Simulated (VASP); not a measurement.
HfTiH6:

```
CELL_PARAMETERS angstrom
3.06420 1.76912 2.01030
-3.06420 1.76912 2.01030
0.00000 -3.53824 2.01030
ATOMIC_POSITIONS crystal
Hf 0.00000 0.00000 0.00000
Ti 0.50000 0.50000 0.50000
H 0.26500 0.26500 0.92600
H 0.92600 0.26500 0.26500
H 0.26500 0.92600 0.26500
H 0.07400 0.73500 0.73500
H 0.73500 0.73500 0.07400
H 0.73500 0.07400 0.73500
```

| Item | Value |
| --- | --- |
| Program | VASP 6.6.1 |
| Task | relaxation of cell and atoms |
| Functional | PBE |
| Potentials or basis | VASP PAW PBE potentials, release 64 (Hf_pv, Ti_sv, H) |
| Cutoff | 600 eV |
| k mesh | 6 × 6 × 6 |
| Occupations | gaussian, width 0.1 eV |
| Spin | no spin polarisation |

At the start: pressure 40.1 GPa; volume 8.17 Å³/atom.

**Question.** How do energy, volume and symmetry change on relaxing?

**Answer.** Over 15 steps the energy falls by 1222.7 meV/atom and the volume is 6.73 Å³/atom (-17.7 %); space group R-3m (No. 166, to 0.1 Å) before and after.

Step by step:
```csv
step,energy change (eV),largest force (eV/Å),pressure (GPa),volume (Å³)
1,0.0000,8.0679,40.12,65.39
2,-7.0824,0.4448,-17.38,86.67
3,-7.6161,0.5253,-11.14,80.70
4,-7.6180,0.5972,-10.66,80.38
5,-8.1888,0.5983,-8.86,73.91
6,-8.9076,0.6606,8.07,56.53
7,-8.9441,0.5735,2.16,60.21
8,-8.9497,0.5868,3.69,59.16
9,-9.1434,0.5918,0.88,58.77
10,-9.2065,0.8682,-1.20,58.34
11,-9.3801,0.7812,-2.09,57.71
12,-9.6416,0.6068,-4.38,55.67
13,-9.7705,0.1749,0.93,53.48
14,-9.7730,0.1018,1.92,53.14
15,-9.7815,0.0157,0.32,53.83
```

Final structure:
```yaml
crystal:
  lattice:
    - [2.61556, 1.51009, 2.27159]
    - [-2.61556, 1.51009, 2.27159]
    - [0.00000, -3.02019, 2.27159]
  atoms:
    - { symbol: Hf, position: [0.00000, 0.00000, 0.00000] }
    - { symbol: Ti, position: [0.50000, 0.50000, 0.50000] }
    - { symbol: H, position: [0.35744, 0.35744, 0.98364] }
    - { symbol: H, position: [0.98364, 0.35744, 0.35744] }
    - { symbol: H, position: [0.35744, 0.98364, 0.35744] }
    - { symbol: H, position: [0.01636, 0.64256, 0.64256] }
    - { symbol: H, position: [0.64256, 0.64256, 0.01636] }
    - { symbol: H, position: [0.64256, 0.01636, 0.64256] }
```

Caveat: the volume moved by over 15 % at a fixed basis, so the end points are rough.
